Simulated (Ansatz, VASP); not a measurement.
One calculation of Pt5Au, two programs

```
Au Pt
1.0
     2.80800    0.00000    0.00000
     0.00000    2.80800    0.00000
     0.00000    0.00000   25.92780
Au Pt
1 5
Direct
  0.25000 0.25000 0.31074
  0.75000 0.75000 0.38545
  0.25000 0.25000 0.46169
  0.75000 0.75000 0.53831
  0.25000 0.25000 0.61455
  0.75000 0.75000 0.68926
```

Alike in both runs: task single point; functional PBE; k mesh 12 × 12 × 1; occupations fermi-dirac, width 0.08 eV; no spin polarisation.

|  | VASP | Ansatz |
| --- | --- | --- |
| version | VASP 6.6.1 | Ansatz 0.2.0 |
| potentials or method | VASP PAW PBE potentials, release 64 (Au, Pt), cutoff 520 eV | all-electron LAPW, scalar-relativistic |

|  | VASP | Ansatz | Ansatz less VASP |
| --- | --- | --- | --- |
| rms of the force components (eV/Å) | 0.337 | 0.339 | +0.0019 |

Atom by atom the forces differ by 0.005 eV/Å (rms over components). Ansatz ran all-electron here, and VASP with PAW potentials.

Spin-orbit coupling is off throughout.
